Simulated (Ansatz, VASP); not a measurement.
Al32H in VASP and in Ansatz

```
Al H
1.0
     8.10000    0.00000    0.00000
     0.00000    8.10000    0.00000
     0.00000    0.00000    8.10000
Al H
32 1
Cartesian
  4.0569 -0.0051 0.0072
  6.0685 2.0363 0.0063
  6.0676 -0.0051 2.0179
  0.0208 0.0226 -0.0033
  2.0040 2.0058 -0.0025
  3.9755 3.9779 -0.0742
  6.1496 6.1519 -0.0747
  2.0038 0.0227 2.0285
  4.0560 2.0364 2.0189
  6.1491 3.9779 2.0993
  4.0464 0.0227 4.0711
  6.0773 2.0058 4.0709
  6.0782 0.0226 6.0542
  -0.0082 4.0591 0.0068
  2.0331 6.0708 0.0067
  0.0207 2.0058 2.0275
  2.0326 4.0592 2.0183
  3.9748 6.1522 2.1001
  -0.0068 -0.0040 4.0435
  2.0316 2.0343 4.0433
  4.0565 4.0592 4.0422
  6.0682 6.0708 4.0416
  2.0313 -0.0040 6.0817
  4.0473 2.0058 6.0542
  6.0680 4.0592 6.0829
  -0.0088 6.0708 2.0186
  0.0205 4.0490 4.0707
  2.0036 6.0800 4.0713
  -0.0071 2.0344 6.0819
  2.0042 4.0490 6.0544
  4.0563 6.0708 6.0836
  0.0210 6.0798 6.0539
  5.0622 5.0666 1.0125
```

Alike in both runs: functional PBE; k mesh 2 × 2 × 2; occupations fermi-dirac, width 0.1 eV; no spin polarisation.

Ansatz relaxed the structure, and its values are those at the end. VASP's run is a single point on that final structure, the one shown.

|  | VASP | Ansatz |
| --- | --- | --- |
| version | VASP 6.6.1 | Ansatz 0.2.0 |
| potentials or method | VASP PAW PBE potentials, release 64 (Al, H), cutoff 520 eV | scalar-relativistic, plane waves, PAW |
| valence electrons in the cell | 97 | 97 |

Ansatz gave:

* rms of the force components (eV/Å): 0.001

Q: What did VASP give for the same quantities?

A: rms of the force components (eV/Å): 0.004.

The functional is the same, so the differences come from potentials, cutoffs and numerics.

The k mesh is coarse, so the values compare programs but aren't converged.
